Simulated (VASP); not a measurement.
# ZnIn2O6 (P-3m1) in VASP: single point with PBE

Aim: the single point of ZnIn2O6 with PBE.

All numbers are computed with VASP 6.6.1; they aren't measurements. Logs are shortened: lines on timing, memory, paths and dates and some standing lists are left out, and cuts for length are marked.

### Step 1. The cell of the first run

It takes space group P-3m1 (No. 164, trigonal). The conventional cell has a = 5.603 Å, b = 5.603 Å, c = 4.707 Å, α = 90.00°, β = 90.00°, γ = 120.00°. Zn (site symmetry -3m) has 6 O at 2.00 Å within 2.7 Å. In (site symmetry 3m) has 12 O at 2.80 to 2.86 Å and 3 Zn at 3.44 Å within 3.7 Å. O (site symmetry m) has 1 Zn at 2.00 Å and 4 In at 2.80 to 2.86 Å and 8 O at 2.80 to 2.86 Å within 2.9 Å.

### Step 2. Single point, PBE, collinear spin, ferromagnetic start

INCAR reads:

```
PREC = Accurate
ENCUT = 600
EDIFF = 1E-6
ISMEAR = 0
SIGMA = 0.1
LREAL = F
LASPH = T
NELM = 200
ALGO = Normal
ISIF = 2
LWAVE = F
LCHARG = T
ISPIN = 2
MAGMOM = 0 0 0 1 1 1 1 1 1
LORBIT = 11
GGA = PE
LELF = T
LVHAR = T
NBANDS = 51
GGA_COMPAT = F
```

KPOINTS reads:

```
Automatic mesh
0
Gamma
  6 6 4
```

POSCAR reads:

```
ZnIn2O6
1.0
    5.6034000000      0.0000000000      0.0000000000
   -2.8017000000      4.8526867500      0.0000000000
    0.0000000000      0.0000000000      4.7068560000
Zn In O
1 2 6
Direct
    0.0000000000      0.0000000000      0.5000000000
    0.3333333300      0.6666666700      0.7500000000
    0.6666666700      0.3333333300      0.2500000000
    0.8333333300      0.6666666700      0.7500000000
    0.3333333300      0.1666666700      0.7500000000
    0.8333333300      0.1666666700      0.7500000000
    0.1666666700      0.3333333300      0.2500000000
    0.6666666700      0.8333333300      0.2500000000
    0.1666666700      0.8333333300      0.2500000000
```

Potentials or basis: VASP PAW PBE potentials, release 64 (Zn, In_d, O).

Started as:

```sh
cat potpaw_PBE.64/Zn/POTCAR potpaw_PBE.64/In_d/POTCAR potpaw_PBE.64/O/POTCAR > POTCAR
mpirun -np 1 vasp_std > vasp.out
```

OUTCAR:

```text
PREC = Accurate
   ENCUT = 600
   EDIFF = 1E-6
   ISMEAR = 0
   LREAL = F
   LASPH = T
   NELM = 200
   ISIF = 2
   ISPIN = 2
   LORBIT = 11
   GGA = PE

 ion  position               nearest neighbor table
   1  0.000  0.000  0.500-   5 2.00   8 2.00   7 2.00   4 2.00   6 2.00   9 2.00   2 3.44   3 3.44
                             3 3.44   2 3.44   3 3.44   2 3.44
   2  0.333  0.667  0.750-   4 2.80   4 2.80   6 2.80   5 2.80   5 2.80   6 2.80   9 2.86   9 2.86
                             8 2.86   8 2.86   7 2.86   7 2.86   1 3.44   1 3.44   1 3.44   3 4.00
   3  0.667  0.333  0.250-   7 2.80   7 2.80   9 2.80   8 2.80   8 2.80   9 2.80   6 2.86   6 2.86
                             5 2.86   5 2.86   4 2.86   4 2.86   1 3.44   1 3.44   1 3.44   2 4.00
   4  0.833  0.667  0.750-   1 2.00   2 2.80   2 2.80   3 2.86   3 2.86
   5  0.333  0.167  0.750-   1 2.00   2 2.80   2 2.80   3 2.86   3 2.86
   6  0.833  0.167  0.750-   1 2.00   2 2.80   2 2.80   3 2.86   3 2.86
   7  0.167  0.333  0.250-   1 2.00   3 2.80   3 2.80   2 2.86   2 2.86
   8  0.667  0.833  0.250-   1 2.00   3 2.80   3 2.80   2 2.86   2 2.86
   9  0.167  0.833  0.250-   1 2.00   3 2.80   3 2.80   2 2.86   2 2.86

  LATTYP: Found a hexagonal cell.
 ALAT       =     5.6034000000
 C/A-ratio  =     0.8400000000

  Lattice vectors:

 A1 = (   5.6034000000,   0.0000000000,   0.0000000000)
 A2 = (  -2.8017000000,   4.8526867500,   0.0000000000)
 A3 = (   0.0000000000,   0.0000000000,   4.7068560000)

Analysis of symmetry for initial positions (statically):
=====================================================================
 Subroutine PRICEL returns:
 Original cell was already a primitive cell.

 Routine SETGRP: Setting up the symmetry group for a
 hexagonal supercell.

 Subroutine GETGRP returns: Found 12 space group operations
 (whereof 12 operations were pure point group operations)
 out of a pool of 24 trial point group operations.

The static configuration has the point symmetry D_3d.

Analysis of symmetry for dynamics (positions and initial velocities):
=====================================================================
 Subroutine PRICEL returns:
 Original cell was already a primitive cell.

 Routine SETGRP: Setting up the symmetry group for a
 hexagonal supercell.

 Subroutine GETGRP returns: Found 12 space group operations
 (whereof 12 operations were pure point group operations)
 out of a pool of 24 trial point group operations.

The dynamic configuration has the point symmetry D_3d.

Analysis of structural, dynamic, and magnetic symmetry:
=====================================================================
 Subroutine PRICEL returns:
 Original cell was already a primitive cell.
[... 171 lines left out ...]

 val. band max:        2.5349997515   @ k =   0.5000   0.0000   0.2500
 cond. band min:       2.5467613663   @ k =   0.1667   0.1667   0.0000
 fundamental gap:      0.0117616147
 Fermi energy:         2.5415135392

 spin component 1

 k-point     1 :       0.0000    0.0000    0.0000
  band No.  band energies     occupation
      1     -15.5394      1.00000
      2     -14.5598      1.00000
      3     -14.4857      1.00000
      4     -14.4857      1.00000
      5     -14.1709      1.00000
      6     -14.1709      1.00000
[... 1237 lines left out ...]
     48      11.3580      0.00000
     49      14.6861      0.00000
 Fermi energy:         2.5415135392

 spin component 2

 k-point     1 :       0.0000    0.0000    0.0000
  band No.  band energies     occupation
      1     -14.4685      1.00000
      2     -13.4102      1.00000
      3     -13.3272      1.00000
      4     -13.3272      1.00000
      5     -12.9636      1.00000
      6     -12.9636      1.00000
[... 1237 lines left out ...]
     48      11.8712      0.00000
     49      15.2550      0.00000
 [bands above 49 left out]

------------------------ aborting loop because EDIFF is reached ----------------------------------------

  FORCE on cell =-STRESS in cart. coord.  units (eV):
  Direction    XX          YY          ZZ          XY          YZ          ZX
  --------------------------------------------------------------------------------------
  -------------------------------------------------------------------------------------
  Total      -11.7300634    -11.7300634    -11.4732079     -0.0000000      0.0000000      0.0000000
  in kB     -146.8405982   -146.8405984   -143.6252009     -0.0000000      0.0000000      0.0000000
  external PRESSURE =    -145.7687992 kB  Pullay stress =       0.0000000 kB

 VOLUME and BASIS-vectors are now :
 -----------------------------------------------------------------------------
  energy-cutoff  :      600.00
  volume of cell :      127.99
      direct lattice vectors                 reciprocal lattice vectors
     5.603400000  0.000000000  0.000000000     0.178463076  0.103035705  0.000000000
    -2.801700000  4.852686750  0.000000000     0.000000000  0.206071410  0.000000000
     0.000000000  0.000000000  4.706856000     0.000000000  0.000000000  0.212456043

 POSITION                                       TOTAL-FORCE (eV/Angst)
 -----------------------------------------------------------------------------------
      0.00000      0.00000      2.35343         0.000000      0.000000     -0.000000
     -0.00000      3.23512      3.53014         0.000000     -0.000000      0.223750
      2.80170      1.61756      1.17671        -0.000000      0.000000     -0.223750
      2.80170      3.23512      3.53014        -0.000000     -0.915625     -0.034089
      1.40085      0.80878      3.53014         0.792955      0.457813     -0.034089
      4.20255      0.80878      3.53014        -0.792955      0.457813     -0.034089
      0.00000      1.61756      1.17671         0.000000      0.915625      0.034089
      1.40085      4.04391      1.17671        -0.792955     -0.457813      0.034089
     -1.40085      4.04391      1.17671         0.792955     -0.457813      0.034089
 -----------------------------------------------------------------------------------
    total drift:                               -0.000000      0.000000     -0.000000

  FREE ENERGIE OF THE ION-ELECTRON SYSTEM (eV)
  ---------------------------------------------------
  free  energy   TOTEN  =       -35.3739466050 eV

  energy  without entropy=      -35.3358922852  energy(sigma->0) =      -35.35491945

 total charge

# of ion       s       p       d       tot
------------------------------------------
    1        0.477   0.566   9.801  10.844
    2        0.708   0.237   9.893  10.838
    3        0.708   0.237   9.893  10.838
    4        1.599   3.167   0.000   4.767
    5        1.599   3.167   0.000   4.767
    6        1.599   3.167   0.000   4.767
    7        1.599   3.167   0.000   4.767
    8        1.599   3.167   0.000   4.767
    9        1.599   3.167   0.000   4.767
--------------------------------------------------
tot         11.489  20.045  29.588  61.121

 magnetization (x)

# of ion       s       p       d       tot
------------------------------------------
    1       -0.027  -0.018   0.219   0.173
    2       -0.042  -0.026   0.001  -0.067
    3       -0.042  -0.026   0.001  -0.067
    4        0.006   0.626   0.000   0.633
    5        0.006   0.626   0.000   0.633
    6        0.006   0.626   0.000   0.633
    7        0.006   0.626   0.000   0.633
    8        0.006   0.626   0.000   0.633
    9        0.006   0.626   0.000   0.633
--------------------------------------------------
tot         -0.072   3.689   0.220   3.837
```

OSZICAR:

```text
N       E                     dE             d eps       ncg     rms          rms(c)
DAV:   1     0.962622840379E+03    0.96262E+03   -0.37408E+04  4979   0.208E+03
DAV:   2     0.131195786630E+03   -0.83143E+03   -0.77909E+03  5184   0.547E+02
DAV:   3    -0.297920637116E+02   -0.16099E+03   -0.15162E+03  5544   0.216E+02
DAV:   4    -0.420506605948E+02   -0.12259E+02   -0.11934E+02  5861   0.612E+01
DAV:   5    -0.424516623330E+02   -0.40100E+00   -0.39971E+00  5864   0.125E+01    0.234E+01
DAV:   6    -0.407519099568E+02    0.16998E+01   -0.19179E+02  6389   0.189E+02    0.290E+01
DAV:   7    -0.360090335529E+02    0.47429E+01   -0.16416E+01  6387   0.922E+01    0.119E+01
DAV:   8    -0.352113014253E+02    0.79773E+00   -0.70670E+00  6061   0.280E+01    0.366E+00
DAV:   9    -0.353674134668E+02   -0.15611E+00   -0.14060E+00  6239   0.633E+00    0.149E+00
DAV:  10    -0.353734439249E+02   -0.60305E-02   -0.95463E-02  5582   0.298E+00    0.974E-01
DAV:  11    -0.353746053357E+02   -0.11614E-02   -0.19459E-02  6079   0.206E+00    0.448E-01
DAV:  12    -0.353737057903E+02    0.89955E-03   -0.90976E-03  6003   0.152E+00    0.195E-01
DAV:  13    -0.353738627061E+02   -0.15692E-03   -0.19898E-03  6700   0.312E-01    0.118E-01
DAV:  14    -0.353739072129E+02   -0.44507E-04   -0.34521E-04  5648   0.103E-01    0.627E-02
DAV:  15    -0.353739389184E+02   -0.31706E-04   -0.71498E-05  6672   0.966E-02    0.230E-02
DAV:  16    -0.353739457390E+02   -0.68206E-05   -0.20191E-05  5676   0.337E-02    0.946E-03
DAV:  17    -0.353739466050E+02   -0.86605E-06   -0.30595E-06  3978   0.168E-02
   1 F= -.35373947E+02 E0= -.35354919E+02  d E =-.380543E-01  mag=     4.4431
```

It took 9.5 min on 1 thread of Intel Xeon Platinum 8488C (Sapphire Rapids), shared host; peak memory 0.53 GiB.

What came out:

* Free energy: -35.3739 eV
* Pressure: -14.6 GPa
* Largest force: 0.916 eV/Å
* Net moment: 4.44 μB per cell
* Site moments: Zn +0.17; In -0.07; O +0.63 μB
* Valence electrons inside the program's atomic spheres: Zn 10.84; In 10.84; O 4.77

Forces in eV/Å, atoms in the order of the input:
```
Zn   0.000  0.000  0.000
In   0.000  0.000  0.224
In   0.000  0.000 -0.224
O    0.000 -0.916 -0.034
O    0.793  0.458 -0.034
O   -0.793  0.458 -0.034
O    0.000  0.916  0.034
O   -0.793 -0.458  0.034
O    0.793 -0.458  0.034
```

Stress tensor (GPa, compression positive):
```
-14.68   0.00   0.00
  0.00 -14.68   0.00
  0.00   0.00 -14.36
```

Caveat: the cell stands under tension; spin-orbit coupling is left out, which moves the levels of the heavy elements.
